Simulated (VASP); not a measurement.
Runs of VASP 6.6.1 on Co. The structure is that of space group P6_3/mmc (No. 194), or close to it. The cells are those of the table. 

```csv
cell,gap on the mesh (eV),pressure (GPa),moment (μB)
"a = 2.534, b = 2.534, c = 3.792 Å, angles 90.0, 90.0, 120.0°, 2 atoms",none,7.2,(a)
"a = 2.506, b = 2.506, c = 3.953 Å, angles 90.0, 90.0, 120.0°, 2 atoms",none,1.8,3.20
"a = 2.492, b = 2.492, c = 4.034 Å, angles 90.0, 90.0, 120.0°, 2 atoms",none,-0.4,3.22
"a = 2.517, b = 2.517, c = 3.872 Å, angles 90.0, 90.0, 120.0°, 2 atoms",none,4.7,(b)
```

Alike in all rows: task single point; level PBE; potentials or basis VASP PAW PBE potentials, release 64 (Co); spin collinear, ferromagnetic start; k mesh 24 × 24 × 14; cutoff (eV) 520; smearing gaussian 0.1 eV.

Task: Fill in the values left out.

Result: (a) 3.13; (b) 3.16.

Caveats: the stress differs along the axes, from -1 to 23 GPa (at least some runs); the stress differs along the axes, from -1 to 7 GPa (at least some runs); the stress differs along the axes, from -0 to 15 GPa (at least some runs).

A gap of «none» marks levels without a gap at the run's occupations.
